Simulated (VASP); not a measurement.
# Be (P6_3/mmc) in VASP: further runs

The runs below take Be through relaxation of cell and atoms, with LDA.

Program: VASP 6.6.1. These are calculated values, not measurements. Logs are shortened: lines on timing, memory, paths and dates and some standing lists are left out, and cuts for length are marked.

## 1. The cell of the first run

It takes space group P6_3/mmc (No. 194, hexagonal). The conventional cell has a = 2.228 Å, b = 2.228 Å, c = 3.512 Å, α = 90.00°, β = 90.00°, γ = 120.00°. Within 2.9 Å of Be (site symmetry -6m2) lie 12 Be at 2.18 to 2.23 Å.

## 2. Relaxation of cell and atoms, LDA, target pressure 4 GPa, at which the enthalpy is minimised

INCAR reads:

```
PREC = Accurate
ENCUT = 600
EDIFF = 1E-6
ISMEAR = -1
SIGMA = 0.08
LREAL = F
LASPH = T
NELM = 60
ALGO = Normal
ISIF = 3
LWAVE = F
LCHARG = F
IBRION = 2
NSW = 100
EDIFFG = -0.002
PSTRESS = 40.0
```

KPOINTS reads:

```
regular mesh
0
Gamma
  24 24 14
```

POSCAR reads:

```
Be
1.0
    2.2280546683      0.0000000000      0.0000000000
   -1.1140273342      1.9295519438      0.0000000000
    0.0000000000      0.0000000000      3.5124917384
Be
2
Direct
    0.3333333333      0.6666666667      0.2500000000
    0.6666666667      0.3333333333      0.7500000000
```

Potentials or basis: VASP PAW LDA potentials, release 64 (Be).

Run with:

```bash
$ cat potpaw_LDA.64/Be/POTCAR > POTCAR
$ mpirun -np 1 vasp_std > vasp.out
```

OUTCAR:

```text
PREC = Accurate
   ENCUT = 600
   EDIFF = 1E-6
   ISMEAR = -1
   LREAL = F
   LASPH = T
   NELM = 60
   ISIF = 3
   IBRION = 2
   NSW = 100
   EDIFFG = -0.002
   PSTRESS = 40.0

 ion  position               nearest neighbor table
   1  0.333  0.667  0.250-   2 2.18   2 2.18   2 2.18   2 2.18   2 2.18   2 2.18
   2  0.667  0.333  0.750-   1 2.18   1 2.18   1 2.18   1 2.18   1 2.18   1 2.18

  LATTYP: Found a hexagonal cell.
 ALAT       =     2.2280546683
 C/A-ratio  =     1.5764836422

  Lattice vectors:

 A1 = (   2.2280546683,   0.0000000000,   0.0000000000)
 A2 = (  -1.1140273342,   1.9295519438,   0.0000000000)
 A3 = (   0.0000000000,   0.0000000000,   3.5124917384)

Analysis of symmetry for initial positions (statically):
=====================================================================
 Subroutine PRICEL returns:
 Original cell was already a primitive cell.

 Routine SETGRP: Setting up the symmetry group for a
 hexagonal supercell.

 Subroutine GETGRP returns: Found 24 space group operations
 (whereof 12 operations were pure point group operations)
 out of a pool of 24 trial point group operations.

The static configuration has the point symmetry D_3d.
 The point group associated with its full space group is D_6h.

Analysis of symmetry for dynamics (positions and initial velocities):
=====================================================================
 Subroutine PRICEL returns:
 Original cell was already a primitive cell.

 Routine SETGRP: Setting up the symmetry group for a
 hexagonal supercell.

 Subroutine GETGRP returns: Found 24 space group operations
 (whereof 12 operations were pure point group operations)
 out of a pool of 24 trial point group operations.

The dynamic configuration has the point symmetry D_3d.
 The point group associated with its full space group is D_6h.

 Subroutine INISYM returns: Found 24 space group operations
 (whereof 12 operations are pure point group operations),
 and found     1 'primitive' translations

----------------------------------------------------------------------------------------

                                     Primitive cell

  volume of cell :      15.1007

  direct lattice vectors                    reciprocal lattice vectors
     2.228054668  0.000000000  0.000000000     0.448822021  0.259127515  0.000000000
    -1.114027334  1.929551944  0.000000000     0.000000000  0.518255030  0.000000000
     0.000000000  0.000000000  3.512491738     0.000000000  0.000000000  0.284698179

  length of vectors
     2.228054668  2.228054668  3.512491738     0.518255030  0.518255030  0.284698179

  position of ions in fractional coordinates (direct lattice)
     0.333333333  0.666666667  0.250000000
     0.666666667  0.333333333  0.750000000

  ion indices of the primitive-cell ions
   primitive index   ion index
                 1           1
                 2           2

----------------------------------------------------------------------------------------

 KPOINTS: regular mesh

Automatic generation of k-mesh.
 Grid dimensions read from file:
 generate k-points for:   24   24   14

 Generating k-lattice:

  Cartesian coordinates                     Fractional coordinates (reciprocal lattice)
     0.018700918  0.010796980  0.000000000     0.041666667  0.000000000  0.000000000
     0.000000000  0.021593960  0.000000000     0.000000000  0.041666667  0.000000000
     0.000000000  0.000000000  0.020335584     0.000000000  0.000000000  0.071428571

  Length of vectors
     0.021593960  0.021593960  0.020335584

  Shift w.r.t. Gamma in fractional coordinates (k-lattice)
     0.000000000  0.000000000  0.000000000

 Subroutine IBZKPT returns following result:
 ===========================================

 Found    488 irreducible k-points:

 Following reciprocal coordinates:
            Coordinates               Weight
  0.000000  0.000000  0.000000      1.000000
  0.041667  0.000000  0.000000      6.000000
  0.083333  0.000000  0.000000      6.000000
  0.125000  0.000000  0.000000      6.000000
  0.166667  0.000000  0.000000      6.000000
  0.208333  0.000000  0.000000      6.000000
[... 16 lines left out ...]
  0.416667  0.041667  0.000000     12.000000
  0.458333  0.041667  0.000000     12.000000
 [... further k-points ...]
   k-points           NKPTS =    488   k-points in BZ     NKDIM =    488   number of bands    NBANDS=      6
   number of dos      NEDOS =    301   number of ions     NIONS =      2
   total plane-waves  NPLWV =   9072
   dimension x,y,z NGX =    18 NGY =   18 NGZ =   28
   dimension x,y,z NGXF=    36 NGYF=   36 NGZF=   56
   ions per type =               2
   NGX,Y,Z   is equivalent  to a cutoff of  13.43, 13.43, 13.25 a.u.
   NGXF,Y,Z  is equivalent  to a cutoff of  26.86, 26.86, 26.50 a.u.
 SYSTEM =  unknown system
   PREC   = accura    normal or accurate (medium, high low for compatibility)
   ISTART =      0    job   : 0-new  1-cont  2-samecut
   ICHARG =      2    charge: 1-file 2-atom 10-const
   ISPIN  =      1    spin polarized calculation?
   LNONCOLLINEAR =      F non collinear calculations
   LSORBIT =      F    spin-orbit coupling
   LASPH  =      T    aspherical Exc in radial PAW
   ENCUT  =  600.0 eV  44.10 Ry    6.64 a.u.   4.45  4.45  7.02*2*pi/ulx,y,z
   NELM   =     60;   NELMIN=  2; NELMDL= -5     # of ELM steps
   EDIFF  = 0.1E-05   stopping-criterion for ELM
   LREAL  =      F    real-space projection
   EDIFFG = -.2E-02   stopping-criterion for IOM
   NSW    =    100    number of steps for IOM
   IBRION =      2    ionic relax: 0-MD 1-quasi-New 2-CG
   NFREE  =      1    steps in history (QN), initial steepest desc. (CG)
   ISIF   =      3    stress and relaxation
   ISYM   =      2    0-nonsym 1-usesym 2-fastsym
   POTIM  = 0.5000    time-step for ionic-motion
   TEBEG  =    0.0;   TEEND  =   0.0 temperature during run
   PSTRESS=   40.0 pullay stress
   NELECT =       4.0000    total number of electrons
   NUPDOWN=      -1.0000    fix difference up-down
   EMIN   =  10.00;   EMAX   =-10.00  energy-range for DOS
   EFERMI =   0.00;   METHOD = LEGACY
   ISMEAR =    -1;   SIGMA  =   0.08  broadening in eV -4-tet -1-fermi 0-gaus
   EFERMI_NEDOS =   21; number of points for ismear=-14 and -15
   IALGO  =     38    algorithm
   IMIX   =      4    mixing-type and parameters
     AMIX     =   0.40;   BMIX     =  1.00
     AMIX_MAG =   1.60;   BMIX_MAG =  1.00
  volume/ion in A,a.u.               =       7.55        50.95
  Fermi-wavevector in a.u.,A,eV,Ry     =   1.051386  1.986832 15.040057  1.105413
  Thomas-Fermi vector in A             =   2.186427
   LORBIT       =      0    0 simple, 1 ext, 2 COOP (PROOUT), +10 PAW based schemes
   GGA     = CA    functional components
   LHFCALC =     F    Hartree Fock is set to
   AEXX    =    0.0000 exact exchange contribution
   IVDW    =     0    specifies the selected vdW correction
   LEPSILON=     F    determine dielectric tensor
   LRPA    =     F    only Hartree local field effects (RPA)
 conjugate gradient relaxation of ions
 non-spin polarized calculation
  energy-cutoff  :      600.00
  volume of cell :       15.10
 maximum number of plane-waves:       530
 NGX is ok and might be reduce to    18
   NGX =  9   NGY =  9   NGZ = 15

--------------------------------------- Ionic step        1  -------------------------------------------

 number of electron       4.0000000 magnetization

 Free energy of the ion-electron system (eV)
  ---------------------------------------------------
  ext. energy  EPLUGINS =         0.00000000
  ---------------------------------------------------
  free energy    TOTEN  =        -8.41977135 eV

  energy without entropy =       -8.41607047  energy(sigma->0) =       -8.41792091

------------------------ aborting loop because EDIFF is reached ----------------------------------------

  FORCE on cell =-STRESS in cart. coord.  units (eV):
  Direction    XX          YY          ZZ          XY          YZ          ZX
  --------------------------------------------------------------------------------------
  -------------------------------------------------------------------------------------
  Total        0.0405493      0.0405493      0.0440098     -0.0000000     -0.0000000      0.0000000
  in kB        4.3022520      4.3022520      4.6694090     -0.0000000     -0.0000000      0.0000000
  external PRESSURE =     -35.5753623 kB  Pullay stress =      40.0000000 kB
[... 99 lines left out ...]
  enthalpy is  TOTEN    =        -8.0470965991 eV   P V=        0.3674435992

--------------------------------------- Ionic step        4  -------------------------------------------

 number of electron       4.0000000 magnetization

 Free energy of the ion-electron system (eV)
  ---------------------------------------------------
  ext. energy  EPLUGINS =         0.00000000
  ---------------------------------------------------
  free energy    TOTEN  =        -8.41452558 eV

  energy without entropy =       -8.41086300  energy(sigma->0) =       -8.41269429

 E-fermi :   7.3428     XC(G=0): -10.8600

 val. band max:        7.3419483702   @ k =   0.2917   0.2917   0.0714
 cond. band min:       7.3897527498   @ k =   0.2917   0.2500   0.0000
 fundamental gap:      0.0478043795
 Fermi energy:         7.3427543235

 k-point     1 :       0.0000    0.0000    0.0000
  band No.  band energies     occupation
      1      -4.2246      2.00000
      2       2.6383      2.00000
      3       8.8094      0.00000
      4      24.0627      0.00000
      5      24.0627      0.00000
      6      27.0304      0.00000

 k-point     2 :       0.0417    0.0000    0.0000
  band No.  band energies     occupation
      1      -4.1743      2.00000
      2       2.7070      2.00000
      3       8.8188      0.00000
      4      23.6353      0.00000
      5      23.7151      0.00000
      6      27.0445      0.00000
[... 190 lines left out ...]
 k-point    24 :       0.4583    0.0417    0.0000
  band No.  band energies     occupation
      1       2.0219      2.00000
      2       4.4274      2.00000
      3      10.9716      0.00000
      4      14.3801      0.00000
      5      14.5316      0.00000
      6      16.1562      0.00000

 [... further k-points ...]

------------------------ aborting loop because EDIFF is reached ----------------------------------------

  FORCE on cell =-STRESS in cart. coord.  units (eV):
  Direction    XX          YY          ZZ          XY          YZ          ZX
  --------------------------------------------------------------------------------------
  -------------------------------------------------------------------------------------
  Total        0.3655295      0.3655295      0.3707947     -0.0000000      0.0000000      0.0000000
  in kB       39.7950997     39.7950997     40.3683257     -0.0000000      0.0000000      0.0000000
  external PRESSURE =      -0.0138250 kB  Pullay stress =      40.0000000 kB
[... 17 lines left out ...]
  FREE ENERGIE OF THE ION-ELECTRON SYSTEM (eV)
  ---------------------------------------------------
  free  energy   TOTEN  =        -8.4145255766 eV

  energy  without entropy=       -8.4108629991  energy(sigma->0) =       -8.41269429

  enthalpy is  TOTEN    =        -8.0471140188 eV   P V=        0.3674115579

 reached required accuracy - stopping structural energy minimisation
```

It took 55 s on 1 thread of Intel Xeon 8259CL, shared host; peak memory 0.16 GiB.

What came out:

| Item | Value |
| --- | --- |
| Free energy | -8.4145 eV |
| Relaxed volume | 7.36 Å³/atom |
| Relaxed cell | a = 2.208 Å, b = 2.208 Å, c = 3.485 Å, α = 90.00°, β = 90.00°, γ = 120.00° |
| Space group after relaxing (to 0.1 Å) | P6_3/mmc (No. 194) |
| Energy change on relaxing (the run minimises the enthalpy) | +2.6 meV/atom |
| Ionic steps | 4 |
| Pressure after relaxing | 4.0 GPa |
| Band gap on the k mesh | zero (bands 2 and 3 overlap by 2.11 eV) |

Step by step:
```csv
step,energy change (eV),largest force (eV/Å),pressure (GPa),volume (Å³)
1,0.0000,0.0000,0.44,15.10
2,0.0048,0.0000,3.81,14.74
3,0.0052,0.0000,4.00,14.72
4,0.0052,0.0000,4.00,14.72
```

Final structure:
```
CELL_PARAMETERS angstrom
2.20814 0.00000 0.00000
-1.10407 1.91230 0.00000
0.00000 0.00000 3.48515
ATOMIC_POSITIONS crystal
Be 0.33333 0.66667 0.25000
Be 0.66667 0.33333 0.75000
```

Caveat: the cell is relaxed towards a set pressure, so the run minimises the enthalpy, not the energy. Zero-point motion and thermal expansion aren't in these numbers.

## 3. Relaxation of cell and atoms, LDA, target pressure 7 GPa, at which the enthalpy is minimised

INCAR reads:

```
SYSTEM = Be
PREC = Accurate
ENCUT = 600
EDIFF = 1E-7
ISMEAR = -1
SIGMA = 0.08
LREAL = .FALSE.
LASPH = .TRUE.
NELM = 60
ALGO = Normal
ISIF = 3
LWAVE = .FALSE.
LCHARG = .FALSE.
GGA = CA
IBRION = 2
NSW = 100
EDIFFG = -0.002
PSTRESS = 70.0
```

KPOINTS reads:

```
regular mesh
0
G
  24 24 14
  0 0 0
```

POSCAR is that of step 2.

Potentials or basis: VASP PAW LDA potentials, release 64 (Be).

Run with:

```bash
$ cat potpaw_LDA.64/Be/POTCAR > POTCAR
$ mpirun -np 1 vasp_std > vasp.out
```

OUTCAR:

```text
SYSTEM = Be
   PREC = Accurate
   ENCUT = 600
   EDIFF = 1E-7
   ISMEAR = -1
   LREAL = .FALSE.
   LASPH = .TRUE.
   NELM = 60
   ISIF = 3
   GGA = CA
   IBRION = 2
   NSW = 100
   EDIFFG = -0.002
   PSTRESS = 70.0

 ion  position               nearest neighbor table
   1  0.333  0.667  0.250-   2 2.18   2 2.18   2 2.18   2 2.18   2 2.18   2 2.18
   2  0.667  0.333  0.750-   1 2.18   1 2.18   1 2.18   1 2.18   1 2.18   1 2.18

  LATTYP: Found a hexagonal cell.
 ALAT       =     2.2280546683
 C/A-ratio  =     1.5764836422

  Lattice vectors:

 A1 = (   2.2280546683,   0.0000000000,   0.0000000000)
 A2 = (  -1.1140273342,   1.9295519438,   0.0000000000)
 A3 = (   0.0000000000,   0.0000000000,   3.5124917384)

Analysis of symmetry for initial positions (statically):
=====================================================================
 Subroutine PRICEL returns:
 Original cell was already a primitive cell.

 Routine SETGRP: Setting up the symmetry group for a
 hexagonal supercell.

 Subroutine GETGRP returns: Found 24 space group operations
 (whereof 12 operations were pure point group operations)
 out of a pool of 24 trial point group operations.

The static configuration has the point symmetry D_3d.
 The point group associated with its full space group is D_6h.

Analysis of symmetry for dynamics (positions and initial velocities):
=====================================================================
 Subroutine PRICEL returns:
 Original cell was already a primitive cell.

 Routine SETGRP: Setting up the symmetry group for a
 hexagonal supercell.

 Subroutine GETGRP returns: Found 24 space group operations
 (whereof 12 operations were pure point group operations)
 out of a pool of 24 trial point group operations.

The dynamic configuration has the point symmetry D_3d.
 The point group associated with its full space group is D_6h.

 Subroutine INISYM returns: Found 24 space group operations
[... 125 lines left out ...]
   IVDW    =     0    specifies the selected vdW correction
   LEPSILON=     F    determine dielectric tensor
   LRPA    =     F    only Hartree local field effects (RPA)
 conjugate gradient relaxation of ions
 non-spin polarized calculation
  energy-cutoff  :      600.00
  volume of cell :       15.10
 maximum number of plane-waves:       530
 NGX is ok and might be reduce to    18
   NGX =  9   NGY =  9   NGZ = 15

--------------------------------------- Ionic step        1  -------------------------------------------

 number of electron       4.0000000 magnetization

 Free energy of the ion-electron system (eV)
  ---------------------------------------------------
  ext. energy  EPLUGINS =         0.00000000
  ---------------------------------------------------
  free energy    TOTEN  =        -8.41977135 eV

  energy without entropy =       -8.41607047  energy(sigma->0) =       -8.41792091

------------------------ aborting loop because EDIFF is reached ----------------------------------------

  FORCE on cell =-STRESS in cart. coord.  units (eV):
  Direction    XX          YY          ZZ          XY          YZ          ZX
  --------------------------------------------------------------------------------------
  -------------------------------------------------------------------------------------
  Total        0.0405531      0.0405531      0.0440141     -0.0000000     -0.0000000      0.0000000
  in kB        4.3026591      4.3026591      4.6698660     -0.0000000     -0.0000000      0.0000000
  external PRESSURE =     -65.5749386 kB  Pullay stress =      70.0000000 kB
[... 139 lines left out ...]
--------------------------------------- Ionic step        5  -------------------------------------------

 number of electron       4.0000000 magnetization

 Free energy of the ion-electron system (eV)
  ---------------------------------------------------
  ext. energy  EPLUGINS =         0.00000000
  ---------------------------------------------------
  free energy    TOTEN  =        -8.40447146 eV

  energy without entropy =       -8.40083790  energy(sigma->0) =       -8.40265468

 E-fermi :   7.5153     XC(G=0): -10.9280

 val. band max:        7.4986071148   @ k =   0.2917   0.2917   0.0000
 cond. band min:       7.5158699163   @ k =   0.2917   0.2917   0.0000
 fundamental gap:      0.0172628016
 Fermi energy:         7.5153305639

 k-point     1 :       0.0000    0.0000    0.0000
  band No.  band energies     occupation
      1      -4.1620      2.00000
      2       2.7225      2.00000
      3       9.0398      0.00000
      4      24.5235      0.00000
      5      24.5235      0.00000
      6      27.5282      0.00000
[... 199 lines left out ...]
 k-point    24 :       0.4583    0.0417    0.0000
  band No.  band energies     occupation
      1       2.1206      2.00000
      2       4.5834      2.00000
      3      11.1882      0.00000
      4      14.6285      0.00000
      5      14.8354      0.00000
      6      16.4657      0.00000

 [... further k-points ...]

------------------------ aborting loop because EDIFF is reached ----------------------------------------

  FORCE on cell =-STRESS in cart. coord.  units (eV):
  Direction    XX          YY          ZZ          XY          YZ          ZX
  --------------------------------------------------------------------------------------
  -------------------------------------------------------------------------------------
  Total        0.6300156      0.6300156      0.6301254     -0.0000000      0.0000000     -0.0000000
  in kB       69.9881670     69.9881670     70.0003607     -0.0000000      0.0000000     -0.0000000
  external PRESSURE =      -0.0077684 kB  Pullay stress =      70.0000000 kB
[... 21 lines left out ...]
  energy  without entropy=       -8.4008378991  energy(sigma->0) =       -8.40265468

  enthalpy is  TOTEN    =        -7.7743492877 eV   P V=        0.6301221676

 reached required accuracy - stopping structural energy minimisation
```

CONTCAR:

```text
Be
   1.00000000000000
     2.1925782652218024   -0.0000000000009744    0.0000000000000000
    -1.0962891326609490    1.8988284775004365    0.0000000000000000
     0.0000000000000000   -0.0000000000000000    3.4641481703088033
  Be
     2
Direct
     0.3333333332999970    0.6666666667000030    0.2500000000000000
     0.6666666667000030    0.3333333332999970    0.7500000000000000

  0.00000000E+00  0.00000000E+00  0.00000000E+00
  0.00000000E+00  0.00000000E+00  0.00000000E+00
```

Wall time 67 s (1 thread of Intel Xeon 8259CL, shared host); peak memory 0.16 GiB.

Results:

| Item | Value |
| --- | --- |
| Free energy | -8.4045 eV |
| Relaxed volume | 7.21 Å³/atom |
| Relaxed cell | a = 2.193 Å, b = 2.193 Å, c = 3.464 Å, α = 90.00°, β = 90.00°, γ = 120.00° |
| Space group after relaxing (to 0.1 Å) | P6_3/mmc (No. 194) |
| Energy change on relaxing (the run minimises the enthalpy) | +7.6 meV/atom |
| Ionic steps | 5 |
| Pressure after relaxing | 7.0 GPa |
| Band gap on the k mesh | zero (bands 2 and 3 overlap by 2.12 eV) |

The path:
| step | energy change (eV) | largest force (eV/Å) | pressure (GPa) | volume (Å³) |
| --- | --- | --- | --- | --- |
| 1 | 0.0000 | 0.0000 | 0.44 | 15.10 |
| 2 | 0.0148 | 0.0000 | 6.89 | 14.44 |
| 3 | 0.0152 | 0.0000 | 7.00 | 14.42 |
| 4 | 0.0153 | 0.0000 | 7.00 | 14.42 |
| 5 | 0.0153 | 0.0000 | 7.00 | 14.42 |

Final structure:
```yaml
crystal:
  lattice:
    - [2.19258, 0.00000, 0.00000]
    - [-1.09629, 1.89883, 0.00000]
    - [0.00000, 0.00000, 3.46415]
  atoms:
    - { symbol: Be, position: [0.33333, 0.66667, 0.25000] }
    - { symbol: Be, position: [0.66667, 0.33333, 0.75000] }
```

Caveat: the cell is relaxed towards a set pressure, so the run minimises the enthalpy, not the energy.
